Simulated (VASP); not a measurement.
# Sc3As (Fm-3m) in VASP: a series of runs

Runs on Sc3As. Level: PBE. Tasks: single point, relaxation of cell and atoms.

Everything below comes from runs of VASP 6.6.1. Logs are shortened: lines on timing, memory, paths and dates and some standing lists are left out, and cuts for length are marked.

### Step 1. The cell of the first run

It takes space group Fm-3m (No. 225, cubic). Conventional cell: a = 6.851 Å, b = 6.851 Å, c = 6.851 Å, α = 90.00°, β = 90.00°, γ = 90.00°. Sc (site symmetry -43m) has 10 Sc at 2.97 to 3.43 Å and 4 As at 2.97 Å within 3.9 Å. Sc (site symmetry m-3m) has 8 Sc at 2.97 Å and 6 As at 3.43 Å within 3.9 Å. Within 3.9 Å of As (site symmetry m-3m) lie 14 Sc at 2.97 to 3.43 Å.

### Step 2. Single point, PBE

INCAR reads:

```
PREC = Accurate ; ENCUT = 520
EDIFF = 1E-6 ; ISMEAR = 0
SIGMA = 0.1 ; LREAL = False
LASPH = True ; NELM = 60
ALGO = Normal ; ISIF = 2
LWAVE = False ; LCHARG = False
GGA = PE ; NBANDS = 27
```

KPOINTS reads:

```
regular mesh
0
Gamma
  4 4 4
```

POSCAR reads:

```
Sc3As
1.0
    0.0000000000      3.4257409900      3.4257409900
    3.4257409900      0.0000000000      3.4257409900
    3.4257409900      3.4257409900      0.0000000000
Sc As
3 1
Direct
    0.2500000000      0.2500000000      0.2500000000
    0.7500000000      0.7500000000      0.7500000000
    0.0000000000      0.0000000000      0.0000000000
    0.5000000000      0.5000000000      0.5000000000
```

Potentials or basis: VASP PAW PBE potentials, release 64 (Sc_sv, As).

Command:

```console
cat potpaw_PBE.64/Sc_sv/POTCAR potpaw_PBE.64/As/POTCAR > POTCAR
mpirun -np 1 vasp_std > vasp.out
```

OUTCAR:

```text
PREC = Accurate
   ENCUT = 520
   EDIFF = 1E-6
   ISMEAR = 0
   LREAL = False
   LASPH = True
   NELM = 60
   ISIF = 2
   GGA = PE

 ion  position               nearest neighbor table
   1  0.250  0.250  0.250-   3 2.97   4 2.97   3 2.97   3 2.97   3 2.97   4 2.97   4 2.97   4 2.97
                             2 3.43   2 3.43   2 3.43   2 3.43   2 3.43   2 3.43
   2  0.750  0.750  0.750-   3 2.97   4 2.97   4 2.97   4 2.97   4 2.97   3 2.97   3 2.97   3 2.97
                             1 3.43   1 3.43   1 3.43   1 3.43   1 3.43   1 3.43
   3  0.000  0.000  0.000-   1 2.97   2 2.97   2 2.97   2 2.97   2 2.97   1 2.97   1 2.97   1 2.97

   4  0.500  0.500  0.500-   1 2.97   2 2.97   1 2.97   1 2.97   1 2.97   2 2.97   2 2.97   2 2.97

  LATTYP: Found a face centered cubic cell.
 ALAT       =     6.8514819800

  Lattice vectors:

 A1 = (   0.0000000000,   3.4257409900,   3.4257409900)
 A2 = (   3.4257409900,   0.0000000000,   3.4257409900)
 A3 = (   3.4257409900,   3.4257409900,   0.0000000000)

Analysis of symmetry for initial positions (statically):
=====================================================================
 Subroutine PRICEL returns:
 Original cell was already a primitive cell.

 Routine SETGRP: Setting up the symmetry group for a
 face centered cubic supercell.

 Subroutine GETGRP returns: Found 48 space group operations
 (whereof 48 operations were pure point group operations)
 out of a pool of 48 trial point group operations.

The static configuration has the point symmetry O_h .

Analysis of symmetry for dynamics (positions and initial velocities):
=====================================================================
 Subroutine PRICEL returns:
 Original cell was already a primitive cell.

 Routine SETGRP: Setting up the symmetry group for a
 face centered cubic supercell.

 Subroutine GETGRP returns: Found 48 space group operations
 (whereof 48 operations were pure point group operations)
 out of a pool of 48 trial point group operations.

The dynamic configuration has the point symmetry O_h .

 Subroutine INISYM returns: Found 48 space group operations
 (whereof 48 operations are pure point group operations),
 and found     1 'primitive' translations

----------------------------------------------------------------------------------------

                                     Primitive cell

  volume of cell :      80.4069

  direct lattice vectors                    reciprocal lattice vectors
     0.000000000  3.425740990  3.425740990    -0.145953825  0.145953825  0.145953825
     3.425740990  0.000000000  3.425740990     0.145953825 -0.145953825  0.145953825
     3.425740990  3.425740990  0.000000000     0.145953825  0.145953825 -0.145953825

  length of vectors
     4.844729369  4.844729369  4.844729369     0.252799440  0.252799440  0.252799440

  position of ions in fractional coordinates (direct lattice)
     0.250000000  0.250000000  0.250000000
     0.750000000  0.750000000  0.750000000
     0.000000000  0.000000000  0.000000000
     0.500000000  0.500000000  0.500000000

  ion indices of the primitive-cell ions
   primitive index   ion index
                 1           1
                 2           2
                 3           3
                 4           4

----------------------------------------------------------------------------------------

 KPOINTS: regular mesh

Automatic generation of k-mesh.
 Grid dimensions read from file:
 generate k-points for:    4    4    4

 Generating k-lattice:

  Cartesian coordinates                     Fractional coordinates (reciprocal lattice)
    -0.036488456  0.036488456  0.036488456     0.250000000  0.000000000  0.000000000
     0.036488456 -0.036488456  0.036488456     0.000000000  0.250000000  0.000000000
     0.036488456  0.036488456 -0.036488456     0.000000000  0.000000000  0.250000000

  Length of vectors
     0.063199860  0.063199860  0.063199860

  Shift w.r.t. Gamma in fractional coordinates (k-lattice)
     0.000000000  0.000000000  0.000000000

 Subroutine IBZKPT returns following result:
 ===========================================

 Found      8 irreducible k-points:

 Following reciprocal coordinates:
            Coordinates               Weight
  0.000000  0.000000  0.000000      1.000000
  0.250000  0.000000  0.000000      8.000000
  0.500000  0.000000  0.000000      4.000000
  0.250000  0.250000  0.000000      6.000000
  0.500000  0.250000  0.000000     24.000000
 -0.250000  0.250000  0.000000     12.000000
  0.500000  0.500000  0.000000      3.000000
 -0.250000  0.500000  0.250000      6.000000
   k-points           NKPTS =      8   k-points in BZ     NKDIM =      8   number of bands    NBANDS=     27
   number of dos      NEDOS =    301   number of ions     NIONS =      4
   total plane-waves  NPLWV =  46656
   dimension x,y,z NGX =    36 NGY =   36 NGZ =   36
   dimension x,y,z NGXF=    72 NGYF=   72 NGZF=   72
   ions per type =               3   1
   NGX,Y,Z   is equivalent  to a cutoff of  12.35, 12.35, 12.35 a.u.
   NGXF,Y,Z  is equivalent  to a cutoff of  24.71, 24.71, 24.71 a.u.
 SYSTEM =  unknown system
   PREC   = accura    normal or accurate (medium, high low for compatibility)
   ISTART =      0    job   : 0-new  1-cont  2-samecut
   ICHARG =      2    charge: 1-file 2-atom 10-const
   ISPIN  =      1    spin polarized calculation?
   LNONCOLLINEAR =      F non collinear calculations
   LSORBIT =      F    spin-orbit coupling
   LASPH  =      T    aspherical Exc in radial PAW
   ENCUT  =  520.0 eV  38.22 Ry    6.18 a.u.   9.01  9.01  9.01*2*pi/ulx,y,z
   NELM   =     60;   NELMIN=  2; NELMDL= -5     # of ELM steps
   EDIFF  = 0.1E-05   stopping-criterion for ELM
   LREAL  =      F    real-space projection
   EDIFFG = 0.1E-04   stopping-criterion for IOM
   NSW    =      0    number of steps for IOM
   IBRION =     -1    ionic relax: 0-MD 1-quasi-New 2-CG
   NFREE  =      0    steps in history (QN), initial steepest desc. (CG)
   ISIF   =      2    stress and relaxation
   ISYM   =      2    0-nonsym 1-usesym 2-fastsym
   POTIM  = 0.5000    time-step for ionic-motion
   TEBEG  =    0.0;   TEEND  =   0.0 temperature during run
   PSTRESS=    0.0 pullay stress
   NELECT =      38.0000    total number of electrons
   NUPDOWN=      -1.0000    fix difference up-down
   EMIN   =  10.00;   EMAX   =-10.00  energy-range for DOS
   EFERMI =   0.00;   METHOD = LEGACY
   ISMEAR =     0;   SIGMA  =   0.10  broadening in eV -4-tet -1-fermi 0-gaus
   EFERMI_NEDOS =   21; number of points for ismear=-14 and -15
   IALGO  =     38    algorithm
   IMIX   =      4    mixing-type and parameters
     AMIX     =   0.40;   BMIX     =  1.00
     AMIX_MAG =   1.60;   BMIX_MAG =  1.00
  volume/ion in A,a.u.               =      20.10       135.65
  Fermi-wavevector in a.u.,A,eV,Ry     =   1.275180  2.409741 22.124218  1.626084
  Thomas-Fermi vector in A             =   2.407907
   LORBIT       =      0    0 simple, 1 ext, 2 COOP (PROOUT), +10 PAW based schemes
   GGA     = PE    functional components
   LHFCALC =     F    Hartree Fock is set to
   AEXX    =    0.0000 exact exchange contribution
   IVDW    =     0    specifies the selected vdW correction
   LEPSILON=     F    determine dielectric tensor
   LRPA    =     F    only Hartree local field effects (RPA)
 non-spin polarized calculation
 Gauss-broadening in eV      SIGMA  =   0.10
  energy-cutoff  :      520.00
  volume of cell :       80.41
 maximum number of plane-waves:      2200
   NGX = 17   NGY = 17   NGZ = 17

 number of electron      37.9999986 magnetization

 Free energy of the ion-electron system (eV)
  ---------------------------------------------------
  ext. energy  EPLUGINS =         0.00000000
  ---------------------------------------------------
  free energy    TOTEN  =       -24.27806637 eV

  energy without entropy =      -24.24495289  energy(sigma->0) =      -24.26150963

 E-fermi :   5.6917     XC(G=0): -10.6381

 val. band max:        5.6435858877   @ k =   0.5000   0.0000   0.0000
 cond. band min:       5.7423952946   @ k =  -0.2500   0.2500   0.0000
 fundamental gap:      0.0988094069
 Fermi energy:         5.6916897054

 k-point     1 :       0.0000    0.0000    0.0000
  band No.  band energies     occupation
      1     -43.6650      2.00000
      2     -43.5627      2.00000
      3     -43.4792      2.00000
      4     -22.4286      2.00000
      5     -22.4286      2.00000
      6     -22.4286      2.00000
[... 19 lines left out ...]
     26       8.7777      0.00000
     27       8.7779      0.00000

 k-point     2 :       0.2500    0.0000    0.0000
  band No.  band energies     occupation
      1     -43.6438      2.00000
      2     -43.5679      2.00000
      3     -43.4952      2.00000
      4     -22.4731      2.00000
      5     -22.4709      2.00000
      6     -22.4709      2.00000
[... 19 lines left out ...]
     26       8.6862      0.00000
     27       8.6868      0.00000

 k-point     3 :       0.5000    0.0000    0.0000
  band No.  band energies     occupation
      1     -43.6111      2.00000
      2     -43.5805      2.00000
      3     -43.5156      2.00000
      4     -22.4992      2.00000
      5     -22.4992      2.00000
      6     -22.4616      2.00000
[... 19 lines left out ...]
     26       8.1407      0.00000
     27       8.1443      0.00000

 k-point     4 :       0.2500    0.2500    0.0000
  band No.  band energies     occupation
      1     -43.6364      2.00000
      2     -43.5685      2.00000
      3     -43.5021      2.00000
      4     -22.5237      2.00000
      5     -22.5237      2.00000
      6     -22.4130      2.00000
[... 19 lines left out ...]
     26       8.1932      0.00000
     27       8.3046      0.00000

 k-point     5 :       0.5000    0.2500    0.0000
  band No.  band energies     occupation
      1     -43.6017      2.00000
      2     -43.5771      2.00000
      3     -43.5283      2.00000
      4     -22.5467      2.00000
      5     -22.5407      2.00000
      6     -22.4249      2.00000
[... 19 lines left out ...]
     26       8.0604      0.00000
     27       8.5193      0.00000

 k-point     6 :      -0.2500    0.2500    0.0000
  band No.  band energies     occupation
      1     -43.6152      2.00000
      2     -43.5744      2.00000
      3     -43.5175      2.00000
      4     -22.5128      2.00000
      5     -22.5040      2.00000
      6     -22.4790      2.00000
[... 19 lines left out ...]
     26       8.4829      0.00000
     27       8.9401      0.00000

 k-point     7 :       0.5000    0.5000    0.0000
  band No.  band energies     occupation
      1     -43.5864      2.00000
      2     -43.5743      2.00000
      3     -43.5466      2.00000
      4     -22.5835      2.00000
      5     -22.5835      2.00000
      6     -22.3753      2.00000
[... 19 lines left out ...]
     26       8.5769      0.00000
     27       8.8459      0.00000

 k-point     8 :      -0.2500    0.5000    0.2500
  band No.  band energies     occupation
      1     -43.5803      2.00000
      2     -43.5803      2.00000
      3     -43.5466      2.00000
      4     -22.5922      2.00000
      5     -22.4675      2.00000
      6     -22.4675      2.00000
[... 19 lines left out ...]
     26       8.1194      0.00000
     27       8.1238      0.00000

------------------------ aborting loop because EDIFF is reached ----------------------------------------

  FORCE on cell =-STRESS in cart. coord.  units (eV):
  Direction    XX          YY          ZZ          XY          YZ          ZX
  --------------------------------------------------------------------------------------
  -------------------------------------------------------------------------------------
  Total       -0.0224472     -0.0224472     -0.0224472     -0.0000000     -0.0000000     -0.0000000
  in kB       -0.4472800     -0.4472800     -0.4472800     -0.0000000     -0.0000000     -0.0000000
  external PRESSURE =      -0.4472800 kB  Pullay stress =       0.0000000 kB

 VOLUME and BASIS-vectors are now :
 -----------------------------------------------------------------------------
  energy-cutoff  :      520.00
  volume of cell :       80.41
      direct lattice vectors                 reciprocal lattice vectors
     0.000000000  3.425740990  3.425740990    -0.145953825  0.145953825  0.145953825
     3.425740990  0.000000000  3.425740990     0.145953825 -0.145953825  0.145953825
     3.425740990  3.425740990  0.000000000     0.145953825  0.145953825 -0.145953825

 POSITION                                       TOTAL-FORCE (eV/Angst)
 -----------------------------------------------------------------------------------
      1.71287      1.71287      1.71287        -0.000000     -0.000000     -0.000000
      5.13861      5.13861      5.13861         0.000000      0.000000      0.000000
      0.00000      0.00000      0.00000        -0.000000      0.000000     -0.000000
      3.42574      3.42574      3.42574        -0.000000      0.000000     -0.000000
 -----------------------------------------------------------------------------------
    total drift:                                0.000000      0.000000      0.000000

  FREE ENERGIE OF THE ION-ELECTRON SYSTEM (eV)
  ---------------------------------------------------
  free  energy   TOTEN  =       -24.2780663718 eV

  energy  without entropy=      -24.2449528895  energy(sigma->0) =      -24.26150963
```

Wall time 30 s (1 thread of AMD EPYC 7R13 (Zen 3), shared host); peak memory 0.17 GiB.

What came out:

```yaml
Free_energy: -24.2781 eV
Pressure: 0.0 GPa
Band_gap_on_the_k_mesh: zero (band 19 reaches 5.91 eV, above the bottom of band 20 at 5.74 eV)
```

Caveat: the k points lie up to 0.40 Å⁻¹ apart.

### Step 3. Relaxation of cell and atoms, PBE

INCAR reads:

```
SYSTEM = Sc3As
ALGO = Normal
EDIFF = 1E-6
EDIFFG = -0.04
ENCUT = 600
GGA = PE
IBRION = 2
ISIF = 3
ISMEAR = 0
LASPH = .TRUE.
LCHARG = .FALSE.
LREAL = .FALSE.
LWAVE = .FALSE.
NELM = 100
NSW = 90
PREC = Accurate
SIGMA = 0.1
```

KPOINTS reads:

```
k-points
0
G
  4 4 4
  0 0 0
```

POSCAR is that of step 2.

Potentials or basis: VASP PAW PBE potentials, release 64 (Sc_sv, As).

Command:

```console
cat potpaw_PBE.64/Sc_sv/POTCAR potpaw_PBE.64/As/POTCAR > POTCAR
mpirun -np 1 vasp_std > vasp.out
```

Wall time 36 s (1 thread of AMD EPYC 7R13 (Zen 3), shared host); peak memory 0.2 GiB.

Results (log left out):

- Free energy: -24.2790 eV
- Pressure after relaxing: 0.0 GPa
- Band gap on the k mesh: zero (band 19 reaches 5.91 eV, above the bottom of band 20 at 5.74 eV)

Final structure:
```
CELL_PARAMETERS angstrom
0.00000 3.42574 3.42574
3.42574 0.00000 3.42574
3.42574 3.42574 0.00000
ATOMIC_POSITIONS crystal
Sc 0.25000 0.25000 0.25000
Sc 0.75000 0.75000 0.75000
Sc 0.00000 0.00000 0.00000
As 0.50000 0.50000 0.50000
```

Levels at points of the mesh, in eV from the Fermi level:
```tsv
k point	band 15	band 16	band 17	band 18	band 19	band 20	band 21	band 22	band 23
(0.00, 0.00, 0.00)	-3.34	-3.34	-1.68	-1.38	-1.38	0.15	0.15	0.15	2.71
(0.50, 0.00, 0.00)	-3.49	-3.49	-0.18	-0.05	-0.05	0.07	0.07	0.09	1.41
(0.50, 0.50, 0.00)	-3.11	-3.11	-1.96	-1.79	0.22	0.29	0.29	1.31	1.42
```

Caveat: the k points lie up to 0.40 Å⁻¹ apart in the final cell; the relaxation stopped at its first step, so nothing moved.

### Step 4. Single point, PBE, collinear spin, ferromagnetic start

INCAR reads:

```
SYSTEM = Sc3As
ALGO = Fast
EDIFF = 1E-6
ENCUT = 520
GGA = PE
ISIF = 2
ISMEAR = 0
ISPIN = 2
LASPH = .TRUE.
LCHARG = .TRUE.
LELF = .TRUE.
LMAXMIX = 4
LORBIT = 11
LREAL = .FALSE.
LVHAR = .TRUE.
LWAVE = .FALSE.
MAGMOM = 1 1 1 0
NBANDS = 31
NELM = 150
PREC = Accurate
SIGMA = 0.1
```

KPOINTS is that of step 3.

POSCAR is that of step 3.

Command:

```console
cat potpaw_PBE.64/Sc_sv/POTCAR potpaw_PBE.64/As/POTCAR > POTCAR
mpirun -np 1 vasp_std > vasp.out
```

Wall time 78 s (1 thread of AMD EPYC 7R13 (Zen 3), shared host); peak memory 0.21 GiB.

It converged, with:

```
Free energy                                           : -24.2917 eV
Pressure                                              : 1.0 GPa
Net moment                                            : 1.65 μB per cell
Site moments                                          : Sc +0.29, +0.56; As -0.03 μB
Valence electrons inside the program's atomic spheres : Sc 9.53, 9.64; As 2.69
```

Levels at points of the mesh, in eV from the Fermi level:
Spin up:
| k point | band 17 | band 18 | band 19 | band 20 | band 21 | band 22 | band 23 | band 24 |
| --- | --- | --- | --- | --- | --- | --- | --- | --- |
| (0.00, 0.00, 0.00) | -1.89 | -1.54 | -1.54 | -0.12 | -0.12 | -0.12 | 2.57 | 2.57 |
| (0.50, 0.00, 0.00) | -0.43 | -0.30 | -0.30 | -0.13 | -0.13 | -0.13 | 1.24 | 1.24 |
| (0.50, 0.50, 0.00) | -2.20 | -2.03 | 0.03 | 0.04 | 0.04 | 1.22 | 1.28 | 1.28 |
Spin down:
```tsv
k point	band 14	band 15	band 16	band 17	band 18	band 19	band 20	band 21	band 22	band 23
(0.00, 0.00, 0.00)	-3.28	-3.28	-3.28	-1.40	-1.21	-1.21	0.51	0.51	0.51	2.78
(0.50, 0.00, 0.00)	-4.99	-3.43	-3.43	0.10	0.24	0.24	0.27	0.27	0.33	1.53
(0.50, 0.50, 0.00)	-4.80	-3.06	-3.06	-1.68	-1.53	0.37	0.57	0.57	1.48	1.58
```

Caveat: the k points lie up to 0.40 Å⁻¹ apart.

### Step 5. The runs side by side

```csv
task,spin,cell,cutoff (eV),gap on the mesh (eV),pressure (GPa)
single point,off,as given,520,none,0.0
relaxation of cell and atoms,off,relaxed,600,none,0.0
single point,"collinear, ferromagnetic start",as given,520,none,1.0
```

Alike in all rows: level PBE; potentials or basis VASP PAW PBE potentials, release 64 (Sc_sv, As); k mesh 4 × 4 × 4; smearing gaussian 0.1 eV.

Caveats: all runs use coarse meshes; the relaxation stopped at its first step, so nothing moved (some runs).

Total energies depend on the potentials used, so only differences within one code and one set of settings carry meaning.
